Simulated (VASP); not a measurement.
# Au (Fm-3m) in VASP: a series of runs

Au is run at these levels: PBEsol; tasks: single point, relaxation of volume and atoms at fixed shape.

Everything below comes from runs of VASP 6.6.1. Logs are shortened: lines on timing, memory, paths and dates and some standing lists are left out, and cuts for length are marked.

### Step 1. The cell of the first run

Symmetry: Fm-3m, No. 225, cubic system. The conventional cell has a = 4.084 Å, b = 4.084 Å, c = 4.084 Å, α = 90.00°, β = 90.00°, γ = 90.00°. Within 3.8 Å of Au (site symmetry m-3m) lie 12 Au at 2.89 Å.

### Step 2. Single point, PBEsol

Input file INCAR:

```
  PREC = Accurate
  ENCUT = 500
  EDIFF = 1E-6
  ISMEAR = 1
  SIGMA = 0.1
  LREAL = F
  LASPH = T
  NELM = 120
  ALGO = Normal
  ISIF = 2
  LWAVE = F
  LCHARG = T
  GGA = PS
  LELF = T
  LVHAR = T
  NBANDS = 12
  GGA_COMPAT = F
```

Input file KPOINTS:

```
regular mesh
0
Gamma
  18 18 18
```

Input file POSCAR:

```
Au
1.0
    0.0000000000      2.0418871429      2.0418871429
    2.0418871429      0.0000000000      2.0418871429
    2.0418871429      2.0418871429      0.0000000000
Au
1
Direct
    0.0000000000      0.0000000000      0.0000000000
```

Potentials or basis: VASP PAW PBE potentials, release 64 (Au).

Launch:

```sh
$ cat potpaw_PBE.64/Au/POTCAR > POTCAR
$ mpirun -np 1 vasp_std > vasp.out
```

OUTCAR:

```text
PREC = Accurate
   ENCUT = 500
   EDIFF = 1E-6
   ISMEAR = 1
   LREAL = F
   LASPH = T
   NELM = 120
   ISIF = 2
   GGA = PS

 ion  position               nearest neighbor table
   1  0.000  0.000  0.000-

  LATTYP: Found a face centered cubic cell.
 ALAT       =     4.0837742858

  Lattice vectors:

 A1 = (   0.0000000000,   2.0418871429,   2.0418871429)
 A2 = (   2.0418871429,   0.0000000000,   2.0418871429)
 A3 = (   2.0418871429,   2.0418871429,   0.0000000000)

Analysis of symmetry for initial positions (statically):
=====================================================================
 Subroutine PRICEL returns:
 Original cell was already a primitive cell.

 Routine SETGRP: Setting up the symmetry group for a
 face centered cubic supercell.

 Subroutine GETGRP returns: Found 48 space group operations
 (whereof 48 operations were pure point group operations)
 out of a pool of 48 trial point group operations.

The static configuration has the point symmetry O_h .

Analysis of symmetry for dynamics (positions and initial velocities):
=====================================================================
 Subroutine PRICEL returns:
 Original cell was already a primitive cell.

 Routine SETGRP: Setting up the symmetry group for a
 face centered cubic supercell.

 Subroutine GETGRP returns: Found 48 space group operations
 (whereof 48 operations were pure point group operations)
 out of a pool of 48 trial point group operations.

The dynamic configuration has the point symmetry O_h .

 Subroutine INISYM returns: Found 48 space group operations
 (whereof 48 operations are pure point group operations),
 and found     1 'primitive' translations

----------------------------------------------------------------------------------------

                                     Primitive cell

  volume of cell :      17.0265

  direct lattice vectors                    reciprocal lattice vectors
     0.000000000  2.041887143  2.041887143    -0.244871516  0.244871516  0.244871516
     2.041887143  0.000000000  2.041887143     0.244871516 -0.244871516  0.244871516
     2.041887143  2.041887143  0.000000000     0.244871516  0.244871516 -0.244871516

  length of vectors
     2.887664490  2.887664490  2.887664490     0.424129907  0.424129907  0.424129907

  position of ions in fractional coordinates (direct lattice)
     0.000000000  0.000000000  0.000000000

  ion indices of the primitive-cell ions
   primitive index   ion index
                 1           1

----------------------------------------------------------------------------------------

 KPOINTS: regular mesh

Automatic generation of k-mesh.
 Grid dimensions read from file:
 generate k-points for:   18   18   18

 Generating k-lattice:

  Cartesian coordinates                     Fractional coordinates (reciprocal lattice)
    -0.013603973  0.013603973  0.013603973     0.055555556  0.000000000  0.000000000
     0.013603973 -0.013603973  0.013603973     0.000000000  0.055555556  0.000000000
     0.013603973  0.013603973 -0.013603973     0.000000000  0.000000000  0.055555556

  Length of vectors
     0.023562773  0.023562773  0.023562773

  Shift w.r.t. Gamma in fractional coordinates (k-lattice)
     0.000000000  0.000000000  0.000000000

 Subroutine IBZKPT returns following result:
 ===========================================

 Found    195 irreducible k-points:

 Following reciprocal coordinates:
            Coordinates               Weight
  0.000000  0.000000  0.000000      1.000000
  0.055556  0.000000  0.000000      8.000000
  0.111111  0.000000  0.000000      8.000000
  0.166667  0.000000  0.000000      8.000000
  0.222222  0.000000  0.000000      8.000000
  0.277778  0.000000  0.000000      8.000000
[... 16 lines left out ...]
 -0.277778  0.055556  0.000000     24.000000
 -0.222222  0.055556  0.000000     24.000000
 [... further k-points ...]
   k-points           NKPTS =    195   k-points in BZ     NKDIM =    195   number of bands    NBANDS=     12
   number of dos      NEDOS =    301   number of ions     NIONS =      1
   total plane-waves  NPLWV =  13824
   dimension x,y,z NGX =    24 NGY =   24 NGZ =   24
   dimension x,y,z NGXF=    48 NGYF=   48 NGZF=   48
   ions per type =               1
   NGX,Y,Z   is equivalent  to a cutoff of  13.82, 13.82, 13.82 a.u.
   NGXF,Y,Z  is equivalent  to a cutoff of  27.63, 27.63, 27.63 a.u.
 SYSTEM =  unknown system
   PREC   = accura    normal or accurate (medium, high low for compatibility)
   ISTART =      0    job   : 0-new  1-cont  2-samecut
   ICHARG =      2    charge: 1-file 2-atom 10-const
   ISPIN  =      1    spin polarized calculation?
   LNONCOLLINEAR =      F non collinear calculations
   LSORBIT =      F    spin-orbit coupling
   LASPH  =      T    aspherical Exc in radial PAW
   ENCUT  =  500.0 eV  36.75 Ry    6.06 a.u.   5.26  5.26  5.26*2*pi/ulx,y,z
   NELM   =    120;   NELMIN=  2; NELMDL= -5     # of ELM steps
   EDIFF  = 0.1E-05   stopping-criterion for ELM
   LREAL  =      F    real-space projection
   EDIFFG = 0.1E-04   stopping-criterion for IOM
   NSW    =      0    number of steps for IOM
   IBRION =     -1    ionic relax: 0-MD 1-quasi-New 2-CG
   NFREE  =      0    steps in history (QN), initial steepest desc. (CG)
   ISIF   =      2    stress and relaxation
   ISYM   =      2    0-nonsym 1-usesym 2-fastsym
   POTIM  = 0.5000    time-step for ionic-motion
   TEBEG  =    0.0;   TEEND  =   0.0 temperature during run
   PSTRESS=    0.0 pullay stress
   NELECT =      11.0000    total number of electrons
   NUPDOWN=      -1.0000    fix difference up-down
   EMIN   =  10.00;   EMAX   =-10.00  energy-range for DOS
   EFERMI =   0.00;   METHOD = LEGACY
   ISMEAR =     1;   SIGMA  =   0.10  broadening in eV -4-tet -1-fermi 0-gaus
   EFERMI_NEDOS =   21; number of points for ismear=-14 and -15
   IALGO  =     38    algorithm
   IMIX   =      4    mixing-type and parameters
     AMIX     =   0.40;   BMIX     =  1.00
     AMIX_MAG =   1.60;   BMIX_MAG =  1.00
  volume/ion in A,a.u.               =      17.03       114.90
  Fermi-wavevector in a.u.,A,eV,Ry     =   1.415242  2.674419 27.251238  2.002909
  Thomas-Fermi vector in A             =   2.536701
   LORBIT       =      0    0 simple, 1 ext, 2 COOP (PROOUT), +10 PAW based schemes
   GGA     = PS    functional components
   LHFCALC =     F    Hartree Fock is set to
   AEXX    =    0.0000 exact exchange contribution
   IVDW    =     0    specifies the selected vdW correction
   LEPSILON=     F    determine dielectric tensor
   LRPA    =     F    only Hartree local field effects (RPA)
 non-spin polarized calculation
 Methfessel and Paxton  Order N= 1 SIGMA  =   0.10
  energy-cutoff  :      500.00
  volume of cell :       17.03
 maximum number of plane-waves:       444
 NGX is ok and might be reduce to    24
   NGX = 11   NGY = 11   NGZ = 11

 number of electron      11.0000000 magnetization

 Free energy of the ion-electron system (eV)
  ---------------------------------------------------
  ext. energy  EPLUGINS =         0.00000000
  ---------------------------------------------------
  free energy    TOTEN  =        -3.92437899 eV

  energy without entropy =       -3.92422417  energy(sigma->0) =       -3.92432738

 E-fermi :   9.2607     XC(G=0): -12.8897

 val. band max:        9.1945300945   @ k =   0.5000   0.3333   0.1667
 cond. band min:       9.2611554477   @ k =   0.5000   0.1667   0.0556
 fundamental gap:      0.0666253532
 Fermi energy:         9.2607077845

 k-point     1 :       0.0000    0.0000    0.0000
  band No.  band energies     occupation
      1      -0.6371      2.00000
      2       4.6116      2.00000
      3       4.6116      2.00000
      4       4.6116      2.00000
      5       6.1441      2.00000
      6       6.1441      2.00000
      7      23.7918      0.00000
      8      27.7915      0.00000
      9      27.7915      0.00000
     10      27.7915      0.00000
     11      32.6605      0.00000
     12      37.3348      0.00000

 k-point     2 :       0.0556    0.0000    0.0000
  band No.  band energies     occupation
      1      -0.5290      2.00000
      2       4.5753      2.00000
      3       4.6492      2.00000
      4       4.6492      2.00000
      5       6.1267      2.00000
      6       6.1267      2.00000
      7      23.9212      0.00000
      8      27.0737      0.00000
      9      27.9208      0.00000
     10      27.9208      0.00000
     11      33.2780      0.00000
     12      35.9888      0.00000

 k-point     3 :       0.1111    0.0000    0.0000
  band No.  band energies     occupation
      1      -0.2133      2.00000
      2       4.4832      2.00000
      3       4.7475      2.00000
      4       4.7475      2.00000
      5       6.0910      2.00000
      6       6.0910      2.00000
      7      24.2150      0.00000
      8      25.5938      0.00000
      9      28.2862      0.00000
     10      28.2862      0.00000
     11      33.0561      0.00000
     12      35.3541      0.00000

 k-point     4 :       0.1667    0.0000    0.0000
  band No.  band energies     occupation
      1       0.2792      2.00000
      2       4.3866      2.00000
      3       4.8578      2.00000
      4       4.8578      2.00000
      5       6.0902      2.00000
      6       6.0902      2.00000
      7      23.4745      0.00000
      8      24.8953      0.00000
      9      28.8033      0.00000
     10      28.8033      0.00000
     11      31.6437      0.00000
     12      33.8686      0.00000

 k-point     5 :       0.2222    0.0000    0.0000
  band No.  band energies     occupation
      1       0.8763      2.00000
      2       4.3823      2.00000
      3       4.9058      2.00000
      4       4.9058      2.00000
      5       6.1997      2.00000
      6       6.1997      2.00000
      7      21.5001      0.00000
      8      24.9742      0.00000
      9      29.2248      0.00000
     10      29.2248      0.00000
     11      30.9539      0.00000
     12      32.6287      0.00000
[... 228 lines left out ...]
      1       2.0224      2.00000
      2       4.6046      2.00000
      3       4.6904      2.00000
      4       6.2777      2.00000
      5       7.0099      2.00000
      6       7.7980      2.00000
      7      14.4168      0.00000
      8      23.5925      0.00000
      9      26.0181      0.00000
     10      27.2982      0.00000
     11      33.2585      0.00000
     12      33.9175      0.00000

 k-point    22 :      -0.3333    0.0556    0.0000
  band No.  band energies     occupation
      1       1.9392      2.00000
      2       4.6990      2.00000
      3       4.7784      2.00000
      4       5.4134      2.00000
      5       6.6798      2.00000
      6       7.2650      2.00000
      7      16.4672      0.00000
      8      23.9936      0.00000
      9      26.5200      0.00000
     10      28.4366      0.00000
     11      32.0971      0.00000
     12      33.2401      0.00000

 k-point    23 :      -0.2778    0.0556    0.0000
  band No.  band energies     occupation
      1       1.6713      2.00000
      2       4.6364      2.00000
      3       4.8653      2.00000
      4       4.8835      2.00000
      5       6.3298      2.00000
      6       6.8627      2.00000
      7      18.6567      0.00000
      8      24.4866      0.00000
      9      27.2034      0.00000
     10      29.8259      0.00000
     11      30.8616      0.00000
     12      32.3568      0.00000

 k-point    24 :      -0.2222    0.0556    0.0000
  band No.  band energies     occupation
      1       1.1668      2.00000
      2       4.3337      2.00000
      3       4.9182      2.00000
      4       4.9574      2.00000
      5       6.0460      2.00000
      6       6.5307      2.00000
      7      20.8463      0.00000
      8      24.8793      0.00000
      9      27.8099      0.00000
     10      30.0826      0.00000
     11      30.6901      0.00000
     12      32.1307      0.00000

 [... further k-points ...]
[... 5 lines left out ...]
  --------------------------------------------------------------------------------------
  -------------------------------------------------------------------------------------
  Total       -0.0297989     -0.0297989     -0.0297989      0.0000000      0.0000000      0.0000000
  in kB       -2.8040479     -2.8040479     -2.8040479      0.0000000      0.0000000      0.0000000
  external PRESSURE =      -2.8040479 kB  Pullay stress =       0.0000000 kB

 VOLUME and BASIS-vectors are now :
 -----------------------------------------------------------------------------
  energy-cutoff  :      500.00
  volume of cell :       17.03
      direct lattice vectors                 reciprocal lattice vectors
     0.000000000  2.041887143  2.041887143    -0.244871516  0.244871516  0.244871516
     2.041887143  0.000000000  2.041887143     0.244871516 -0.244871516  0.244871516
     2.041887143  2.041887143  0.000000000     0.244871516  0.244871516 -0.244871516

 POSITION                                       TOTAL-FORCE (eV/Angst)
 -----------------------------------------------------------------------------------
      0.00000      0.00000      0.00000         0.000000     -0.000000     -0.000000
 -----------------------------------------------------------------------------------
    total drift:                               -0.000000      0.000000     -0.000000

  FREE ENERGIE OF THE ION-ELECTRON SYSTEM (eV)
  ---------------------------------------------------
  free  energy   TOTEN  =        -3.9243789939 eV

  energy  without entropy=       -3.9242241652  energy(sigma->0) =       -3.92432738
```

Wall time 49 s (1 thread of AMD EPYC 7R43 (Zen 3), shared host); peak memory 0.13 GiB.

What came out:

| Item | Value |
| --- | --- |
| Free energy | -3.9244 eV |
| Pressure | -0.3 GPa |
| Band gap on the k mesh | zero (an odd number of electrons rules out a gap without spin polarisation) |

Caveat: the PAW data sets were made with another functional, which shifts forces and pressure a little; spin-orbit coupling is left out, which moves the levels of the heavy elements.

### Step 3. Relaxation of volume and atoms at fixed shape, PBEsol

This run uses another cell than the first one, of 16.85 Å³/atom.

Input file INCAR:

```
PREC     = Accurate       # precision mode
ENCUT    = 500            # plane-wave cutoff, eV
EDIFF    = 1E-7           # SCF threshold, eV
ISMEAR   = 1              # smearing method
SIGMA    = 0.1            # smearing width, eV
LREAL    = F              # projectors in reciprocal space
LASPH    = T              # aspherical terms in the spheres
NELM     = 120            # most SCF steps
ALGO     = Normal         # electronic algorithm
ISIF     = 8              # what is computed and relaxed
LWAVE    = F              # write WAVECAR
LCHARG   = F              # write CHGCAR
GGA      = PS             # functional
IBRION   = 2              # ionic algorithm
NSW      = 50             # ionic steps
EDIFFG   = -0.01          # ionic threshold
GGA_COMPAT= F            
NELMIN   = 4
```

Input file KPOINTS:

```
Automatic mesh
0
Gamma
  18 18 18
```

Input file POSCAR:

```
Au
1.0
    0.0000000000      2.0350000000      2.0350000000
    2.0350000000      0.0000000000      2.0350000000
    2.0350000000      2.0350000000      0.0000000000
Au
1
Direct
    0.0000000000      0.0000000000      0.0000000000
```

Potentials or basis: VASP PAW PBE potentials, release 64 (Au).

Launch:

```sh
$ cat potpaw_PBE.64/Au/POTCAR > POTCAR
$ mpirun -np 1 vasp_std > vasp.out
```

Run time: 83 s. Hardware: 1 thread of AMD EPYC 7R43 (Zen 3), shared host; peak memory 0.14 GiB.

It converged, with:

* Free energy: -3.9243 eV
* Relaxed volume: 17.00 Å³/atom
* Relaxed cell: a = 2.886 Å, b = 2.886 Å, c = 2.886 Å, α = 60.00°, β = 60.00°, γ = 60.00°
* Space group after relaxing (to 0.1 Å): Fm-3m (No. 225)
* Energy gained by relaxing: 0.7 meV/atom
* Ionic steps: 3
* Pressure after relaxing: 0.0 GPa
* Band gap on the k mesh: zero (an odd number of electrons rules out a gap without spin polarisation)

Step by step:
```
step  energy change (eV)  largest force (eV/Å)  pressure (GPa)  volume (Å³)
   1              0.0000                0.0000            1.53        16.85
   2              0.0013                0.0000           -2.47        17.25
   3             -0.0007                0.0000            0.00        17.00
```

Final structure:
```
CELL_PARAMETERS angstrom
0.00000 2.04081 2.04081
2.04081 0.00000 2.04081
2.04081 2.04081 0.00000
ATOMIC_POSITIONS crystal
Au 0.00000 0.00000 0.00000
```

Levels at points of the mesh, in eV from the Fermi level:
```tsv
k point	band 3	band 4	band 5	band 6	band 7	band 8	band 9
(0.00, 0.00, 0.00)	-4.66	-4.66	-3.12	-3.12	14.53	18.54	18.54
(0.50, 0.00, 0.00)	-4.69	-1.91	-1.91	-1.01	3.10	13.97	17.14
(0.50, 0.50, 0.00)	-1.95	-1.59	-1.59	0.98	5.80	9.99	9.99
```

Caveat: the PAW data sets were made with another functional, which shifts forces and pressure a little; spin-orbit coupling is left out, which moves the levels of the heavy elements. Zero-point motion and thermal expansion aren't in these numbers.
